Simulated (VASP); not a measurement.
CaO, 2 atoms in the cell. The structure is tetragonal, space group I4/mmm (No. 139). The conventional cell has a = 3.458 Å, b = 3.458 Å, c = 4.737 Å, α = 90.00°, β = 90.00°, γ = 90.00°. Within 3.1 Å of Ca (site symmetry 4/mmm) lie 6 O at 2.37 to 2.45 Å. Within 3.1 Å of O (site symmetry 4/mmm) lie 6 Ca at 2.37 to 2.45 Å.  This cell differs from its parent crystal: in-plane strain +0.02.

```yaml
Program: VASP 6.6.1
Task: single point
Functional: r2SCAN
Potentials_or_basis: VASP PAW PBE potentials, release 64 (Ca_sv, O)
Cutoff: 520 eV
k_mesh: 8 × 8 × 8
Occupations: gaussian, width 0.01 eV
Spin: no spin polarisation
Dipole_correction: no
Further_INCAR_settings: ALGO = Normal; EDIFF = 1e-06; NBANDS = 15
```

Potentials or basis: VASP PAW PBE potentials, release 64 (Ca_sv, O).

Launch:

```console
$ cat potpaw_PBE.64/Ca_sv/POTCAR potpaw_PBE.64/O/POTCAR > POTCAR
$ cp INCAR.step1 INCAR
$ mpirun -np 1 vasp_std > vasp.out
$ cp INCAR.step2 INCAR
$ mpirun -np 1 vasp_std > vasp.out
```

Hardware: 1 thread of Intel(R) Xeon(R) Platinum 8259CL CPU @ 2.50GHz (Skylake/Cascade Lake), with other jobs on the host.

Question: How long does it take, and how much memory?

Answer: It took 100 s on 1 thread of Intel(R) Xeon(R) Platinum 8259CL CPU @ 2.50GHz (Skylake/Cascade Lake), with other jobs on the host, peak memory 0.17 GiB. Counts: k points 59.
